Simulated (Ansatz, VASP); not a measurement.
**Se in VASP and in Ansatz**

Contents of INCAR:

```
PREC = Accurate ; ENCUT = 520
EDIFF = 1E-6 ; ISMEAR = 0
SIGMA = 0.02 ; LREAL = False
LASPH = True ; NELM = 100
ALGO = Normal ; ISIF = 2
LWAVE = False ; LCHARG = False
GGA = PS ; NBANDS = 16
```

Contents of KPOINTS:

```
regular mesh
0
Gamma
  9 9 6
```

Contents of POSCAR:

```
Se
1.0
    4.6574620049      0.0000000000      0.0000000000
   -2.3287310025      4.0334804134      0.0000000000
    0.0000000000      0.0000000000      4.9960243245
Se
3
Direct
    0.1940387821      0.0000000000      0.1666666667
    0.0000000000      0.1940387821      0.8333333333
    0.8059612179      0.8059612179      0.5000000000
```

Input for Ansatz:

```yaml
crystal:
  lattice:
    - [4.6574620049, 0.0, 0.0]
    - [-2.3287310025, 4.0334804134, 0.0]
    - [0.0, 0.0, 4.9960243245]
  atoms:
    - { symbol: Se, position: [0.1940387821, 0.0, 0.1666666667] }
    - { symbol: Se, position: [0.0, 0.1940387821, 0.8333333333] }
    - { symbol: Se, position: [0.8059612179, 0.8059612179, 0.5] }
basis:
  ecutwfc: 420
kpoints:
  mp_grid: { grid: [9, 9, 6] }
hamiltonian:
  xc: pbesol
scf:
  occupations: { method: gaussian, width: 0.02 }
output:
  forces: true
  stress: true
  eigenvalues: true
```

Alike in both runs: task single point; functional PBEsol; k mesh 9 × 9 × 6; occupations gaussian, width 0.02 eV; no spin polarisation.

|  | VASP | Ansatz |
| --- | --- | --- |
| version | VASP 6.6.1 | Ansatz 0.2.0 |
| potentials or method | VASP PAW PBE potentials, release 64 (Se), cutoff 520 eV | scalar-relativistic, plane waves, PAW |
| valence electrons in the cell | 18 | 48 |

```tsv
	VASP	Ansatz	Ansatz less VASP
gap on the k mesh at the Fermi level (eV)	0.96	0.98	+0.018
least direct gap on the mesh (eV)	1.21	1.23	+0.016
pressure (GPa)	3.6	3.3	-0.25
traceless stress, the component that is largest in VASP (GPa)	1.21	1.07	-0.131
rms of the force components (eV/Å)	0.981	0.938	-0.0432
```

VASP's potentials were made for PBE, not for PBEsol. Atom by atom the forces differ by 0.043 eV/Å (rms over components). VASP's potentials hold 18 valence electrons a cell and Ansatz's 48, so a difference there can come from the potentials and not from the codes.
